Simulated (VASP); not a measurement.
Input of a VASP 6.6.1 run:

The input INCAR:

```
PREC = Accurate
ENCUT = 600
EDIFF = 1E-6
ISMEAR = 0
SIGMA = 0.01
LREAL = F
LASPH = T
NELM = 100
ALGO = Normal
ISIF = 3
LWAVE = F
LCHARG = F
GGA = PS
IBRION = 2
NSW = 100
EDIFFG = -0.002
PSTRESS = 10.0
```

Contents of KPOINTS:

```
Automatic mesh
0
Gamma
  8 8 8
```

Contents of POSCAR:

```
ZnS
1.0
    0.0000000000      2.6777713895      2.6777713895
    2.6777713895      0.0000000000      2.6777713895
    2.6777713895      2.6777713895      0.0000000000
Zn S
1 1
Direct
    0.7500000000      0.7500000000      0.7500000000
    0.0000000000      0.0000000000      0.0000000000
```

Potentials or basis: VASP PAW PBE potentials, release 64 (Zn, S).

The run is started by

```sh
$ cat potpaw_PBE.64/Zn/POTCAR potpaw_PBE.64/S/POTCAR > POTCAR
$ mpirun -np 1 vasp_std > vasp.out
```

Q: Estimate the band gap on the k mesh.

A: 2.14 eV, direct.

Q: What does it give for the space group after relaxing (to 0.05 Å)?

A: F-43m (No. 216).

Q: Predict the relaxed cell.

A: a = 3.775 Å, b = 3.775 Å, c = 3.775 Å, α = 60.00°, β = 60.00°, γ = 60.00°.

Step by step:
| step | energy change (eV) | largest force (eV/Å) | pressure (GPa) | volume (Å³) |
| --- | --- | --- | --- | --- |
| 1 | 0.0000 | 0.0000 | 0.28 | 38.40 |
| 2 | 0.0022 | 0.0000 | 1.29 | 37.92 |
| 3 | 0.0014 | 0.0000 | 1.03 | 38.04 |
| 4 | 0.0013 | 0.0000 | 0.97 | 38.06 |
| 5 | 0.0013 | 0.0000 | 1.00 | 38.05 |

Caveat: the cell is relaxed towards a set pressure, so the enthalpy falls and the energy may rise; the PAW data sets were made with another functional, which shifts forces and pressure a little. Expect the measured gap to be larger: semilocal functionals such as PBEsol lack the derivative discontinuity.
